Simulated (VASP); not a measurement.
A run of VASP 6.6.1:

Contents of POSCAR:

```
TiC
1.0
    0.0000000000      2.1657188437      2.1657188437
    2.1657188437      0.0000000000      2.1657188437
    2.1657188437      2.1657188437      0.0000000000
Ti C
1 1
Direct
    0.0000000000      0.0000000000      0.0000000000
    0.5000000000      0.5000000000      0.5000000000
```

The input INCAR.step1:

```
SYSTEM = TiC
PREC     = Accurate       ! precision mode
ENCUT    = 520            ! plane-wave cutoff, eV
ISMEAR   = 0              ! smearing method
SIGMA    = 0.05           ! smearing width, eV
LREAL    = .False.        ! projectors in reciprocal space
LASPH    = .True.         ! aspherical terms in the spheres
NELM     = 60             ! most SCF steps
NBANDS   = 15             ! bands
GGA      = PE             ! functional
ALGO     = Normal         ! electronic algorithm
EDIFF    = 1E-4           ! SCF threshold, eV
LWAVE    = .True.         ! write WAVECAR
LCHARG   = .False.        ! write CHGCAR
```

Contents of INCAR.step2:

```
SYSTEM = TiC
PREC     = Accurate       ! precision mode
ENCUT    = 520            ! plane-wave cutoff, eV
EDIFF    = 1E-7           ! SCF threshold, eV
ISMEAR   = 0              ! smearing method
SIGMA    = 0.05           ! smearing width, eV
LREAL    = .False.        ! projectors in reciprocal space
LASPH    = .True.         ! aspherical terms in the spheres
NELM     = 60             ! most SCF steps
ALGO     = Normal         ! electronic algorithm
ISIF     = 2              ! what is computed and relaxed
LWAVE    = .False.        ! write WAVECAR
LCHARG   = .False.        ! write CHGCAR
METAGGA  = R2SCAN         ! meta-GGA
LMIXTAU  = .True.       
LUSE_VDW = .True.       
IVDW_NL  = 2            
BPARAM   = 11.95        
CPARAM   = 0.0093       
NBANDS   = 15             ! bands
ISTART   = 1
```

KPOINTS

```
regular mesh
0
Gamma
  11 11 11
  0 0 0
```

Potentials or basis: VASP PAW PBE potentials, release 64 (Ti_sv, C).

Launch:

```sh
$ cat potpaw_PBE.64/Ti_sv/POTCAR potpaw_PBE.64/C/POTCAR > POTCAR
$ cp INCAR.step1 INCAR
$ mpirun -np 1 vasp_std > vasp.out
$ cp INCAR.step2 INCAR
$ mpirun -np 1 vasp_std > vasp.out
```

Hardware: 1 thread of AMD EPYC 7R43 64-Core Processor (Zen 3), on a shared host.

Q: How long does it take, and how much memory?

A: It took 3.9 min on 1 thread of AMD EPYC 7R43 64-Core Processor (Zen 3) (shared host), peak memory 0.18 GiB. Counts: k points 56.
